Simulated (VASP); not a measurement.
Here is a VASP 6.6.1 calculation.

File INCAR:

```
SYSTEM = TiPdSe4
PREC = Accurate
ENCUT = 520
EDIFF = 1E-6
ISMEAR = 0
SIGMA = 0.15
LREAL = .False.
LASPH = .True.
NELM = 150
ALGO = Normal
ISIF = 2
LWAVE = .False.
LCHARG = .False.
ISPIN = 2
MAGMOM = 1 0 0 0 0 0
LORBIT = 11
LMAXMIX = 4
GGA = PE
NBANDS = 36
```

KPOINTS

```
Automatic mesh
0
Gamma
  3 3 3
  0 0 0
```

File POSCAR:

```
TiPdSe4
1.0
   -3.0314533971      3.0314533971      3.0840163593
    3.0314533971     -3.0314533971      3.0840163593
    3.0314533971      3.0314533971     -3.0840163593
Ti Pd Se
1 1 4
Direct
    0.5000000000      0.5000000000      0.0000000000
    0.0000000000      0.0000000000      0.0000000000
    0.4151594409      0.9151594409      0.8303188818
    0.0848405591      0.5848405591      0.1696811182
    0.5848405591      0.4151594409      0.5000000000
    0.9151594409      0.0848405591      0.5000000000
```

Potentials or basis: VASP PAW PBE potentials, release 64 (Ti_sv, Pd, Se).

Command:

```bash
$ cat potpaw_PBE.64/Ti_sv/POTCAR potpaw_PBE.64/Pd/POTCAR potpaw_PBE.64/Se/POTCAR > POTCAR
$ mpirun -np 1 vasp_std > vasp.out
```

What does it give for the pressure?

0.5 GPa.

Predict the net moment.

0.00 μB per cell.

Predict the band gap on the k mesh.

zero (filled and empty bands overlap).

Stress tensor (GPa, compression positive):
```
0.69 0.00 0.00
0.00 0.69 0.00
0.00 0.00 0.18
```

Caveat: the k points lie up to 0.49 Å⁻¹ apart.
